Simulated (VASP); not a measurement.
A run of VASP 6.6.1 is set up as follows.

The input POSCAR:

```
Sn
1.0
   -1.7265390000      1.7755470000      2.2214249000
    1.7265390000     -1.7755470000      2.2214249000
    1.7265390000      1.7755470000     -2.2214249000
Sn
1
Direct
    0.0000000000      0.0000000000      0.0000000000
```

INCAR.step1

```
ALGO = Normal ; EDIFF = 1E-4
ENCUT = 520 ; GGA = PE
ISMEAR = 0 ; LASPH = True
LCHARG = False ; LREAL = False
LWAVE = True ; NBANDS = 13
NELM = 60 ; PREC = Accurate
SIGMA = 0.15
```

INCAR.step2

```
ALGO = Normal ; EDIFF = 1E-6
ENCUT = 520 ; ISIF = 2
ISMEAR = 0 ; ISTART = 1
LASPH = True ; LCHARG = False
LMIXTAU = True ; LREAL = False
LWAVE = False ; METAGGA = R2SCAN
NBANDS = 13 ; NELM = 60
PREC = Accurate ; SIGMA = 0.15
```

The input KPOINTS:

```
k-points
0
Gamma
  20 20 20
```

Potentials or basis: VASP PAW PBE potentials, release 64 (Sn_d).

Launch:

```bash
$ cat potpaw_PBE.64/Sn_d/POTCAR > POTCAR
$ cp INCAR.step1 INCAR
$ mpirun -np 1 vasp_std > vasp.out
$ cp INCAR.step2 INCAR
$ mpirun -np 1 vasp_std > vasp.out
```

Question: Estimate the band gap on the k mesh.

Answer: Zero (band 7 reaches 16.05 eV, above the bottom of band 8 at 5.80 eV).

Question: Predict the pressure.

Answer: 0.1 GPa.

Stress tensor (GPa, compression positive):
```
 0.42  0.00  0.00
 0.00 -0.02  0.00
 0.00  0.00 -0.23
```

Caveat: the cell differs from its parent crystal (strain +0.000 along x and y, -0.050 along z); the PAW data sets were made with another functional, which shifts forces and pressure a little; spin-orbit coupling is left out, which moves the levels of the heavy elements.
